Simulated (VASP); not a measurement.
Here is a VASP 6.6.1 calculation.

The input POSCAR:

```
GaN
1.0
    3.1830984305      0.0000000000      0.0000000000
   -1.5915492153      2.7566441036      0.0000000000
    0.0000000000      0.0000000000      5.1835962350
Ga N
2 2
Direct
    0.3333333333      0.6666666667     -0.0008898957
    0.6666666667      0.3333333333      0.4991101043
    0.3333333333      0.6666666667      0.3758898957
    0.6666666667      0.3333333333      0.8758898957
```

The input INCAR.step1:

```
SYSTEM = GaN
PREC = Accurate ; ENCUT = 520
ISMEAR = 0 ; SIGMA = 0.02
LREAL = .FALSE. ; LASPH = .TRUE.
NELM = 60 ; NBANDS = 26
GGA = PE ; ALGO = Normal
EDIFF = 1E-4 ; LWAVE = .TRUE.
LCHARG = .FALSE.
```

The input INCAR.step2:

```
SYSTEM = GaN
PREC = Accurate ; ENCUT = 520
EDIFF = 1E-7 ; ISMEAR = 0
SIGMA = 0.02 ; LREAL = .FALSE.
LASPH = .TRUE. ; NELM = 60
ALGO = Normal ; ISIF = 2
LWAVE = .FALSE. ; LCHARG = .FALSE.
METAGGA = R2SCAN ; LMIXTAU = .TRUE.
NBANDS = 26 ; ISTART = 1
```

Contents of KPOINTS:

```
regular mesh
0
G
  12 12 6
  0 0 0
```

Potentials or basis: VASP PAW PBE potentials, release 64 (Ga_d, N).

Command:

```bash
$ cat potpaw_PBE.64/Ga_d/POTCAR potpaw_PBE.64/N/POTCAR > POTCAR
$ cp INCAR.step1 INCAR
$ mpirun -np 1 vasp_std > vasp.out
$ cp INCAR.step2 INCAR
$ mpirun -np 1 vasp_std > vasp.out
```

(1) Predict the pressure.

(2) Estimate the band gap on the k mesh.

Answers

(1) 1.1 GPa.

(2) 2.34 eV, direct.

Caveat: the PAW data sets were made with another functional, which shifts forces and pressure a little.

**Measured values to compare with.**

From “Studying electronic properties in GaN without electrical contacts using γ-γ vs e−-γ Perturbed Angular Correlations”, 2019, pmc:6823545, for a bulk crystal of GaN: band gap 3.503 ± 0.005 eV (direct).

A measured gap of GaN is 3.503 eV (direct; quoted in “Studying electronic properties in GaN without electrical contacts using γ-γ vs e−-γ Perturbed Angular Correlations”, 2019, pmc:6823545); the calculated 2.34 eV misses it by -1.16 eV. Spin-orbit coupling on Ga is left out. The value is that of r2SCAN, without temperature or zero-point motion.
